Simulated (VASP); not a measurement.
Crystal: MgO.

```xyz
2
Lattice="0.0000 2.1022 2.1022 2.1022 0.0000 2.1022 2.1022 2.1022 0.0000" Properties=species:S:1:pos:R:3 pbc="T T T"
Mg    0.0000    0.0000    0.0000
O     2.1022    2.1022    2.1022
```

Base run:

| Property | Result |
| --- | --- |
| Program | VASP 6.6.1 |
| Functional | r2SCAN |
| Potentials or basis | VASP PAW PBE potentials, release 64 (Mg, O) |
| Cutoff | 520 eV |
| k mesh | 10 × 10 × 10 |
| Occupations | gaussian, width 0.01 eV |
| Spin | no spin polarisation |

Its results: band gap on the k mesh 5.66 eV, direct; pressure -1.1 GPa.

The run is repeated on the same cell with these changes: functional from r2SCAN to PBE; occupations from gaussian, width 0.01 eV to fermi-dirac, width 0.02 eV. What comes out?

Band gap on the k mesh 4.78 eV, direct; pressure 4.9 GPa.

Caveats: the PAW data sets were made with another functional, which shifts forces and pressure a little (some runs).

